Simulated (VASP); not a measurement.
Tl, 1 atom in the cell. The structure is tetragonal, space group I4/mmm (No. 139). Conventional cell: a = 3.662 Å, b = 3.662 Å, c = 4.686 Å, α = 90.00°, β = 90.00°, γ = 90.00°. Tl (site symmetry 4/mmm) has 12 Tl at 3.49 to 3.66 Å within 4.6 Å.  This cell differs from its parent crystal: strain +0.050 along x and y, -0.050 along z.

| Property | Result |
| --- | --- |
| Program | VASP 6.6.1 |
| Task | single point |
| Functional | LDA |
| Potentials or basis | VASP PAW LDA potentials, release 64 (Tl_d) |
| Cutoff | 520 eV |
| k mesh | 16 × 16 × 16 |
| Occupations | gaussian, width 0.15 eV |
| Spin | no spin polarisation |
| Dipole correction | no |
| Further INCAR settings | ALGO = Normal; EDIFF = 1e-06; NBANDS = 12 |

Potentials or basis: VASP PAW LDA potentials, release 64 (Tl_d).

Command:

```console
$ cat potpaw_LDA.64/Tl_d/POTCAR > POTCAR
$ mpirun -np 1 vasp_std > vasp.out
```

Hardware: 1 thread of Intel(R) Xeon(R) Platinum 8559C (Emerald Rapids), on a shared host.

Problem. How long does it take, and how much memory?

Solution. Wall time 38 s on 1 thread of Intel(R) Xeon(R) Platinum 8559C (Emerald Rapids) (shared host), peak memory 0.24 GiB. Counts: scf iterations 9, k points 349.
